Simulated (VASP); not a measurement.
Runs of VASP 6.6.1 on BN (Qingsongite). The structure is that of space group F-43m (No. 216), or close to it. The cells are those of the table. 

```tsv
task	level	cell	gap on the mesh (eV)	pressure (GPa)	relaxed volume (Å³/atom)
single point	revPBE+D3(BJ)	a = 2.547 Å, angles 60.0°, 2 atoms	4.49	0.0	-
relaxation of cell and atoms	revPBE+D3(BJ)	relaxed from a = 2.556 Å, angles 60.0°, 2 atoms	4.49	0.0	(a)
single point	PBEsol	a = 2.550 Å, angles 60.0°, 2 atoms	4.28	0.3	-
single point	PBE+D4	a = 2.550 Å, angles 60.0°, 2 atoms	4.47	0.0	-
relaxation of cell and atoms	PBE+D4	relaxed from a = 2.556 Å, angles 60.0°, 2 atoms	4.47	0.0	5.86
```

Alike in all rows: potentials or basis VASP PAW PBE potentials, release 64 (B, N); no spin polarisation; k mesh 8 × 8 × 8; cutoff (eV) 600; smearing methfessel-paxton 0.01 eV.

**Question.** Fill in the values left out.

**Answer.** (a) 5.84.

Caveats: the PAW data sets were made with another functional, which shifts forces and pressure a little (some runs).

A k mesh can miss the band edges.
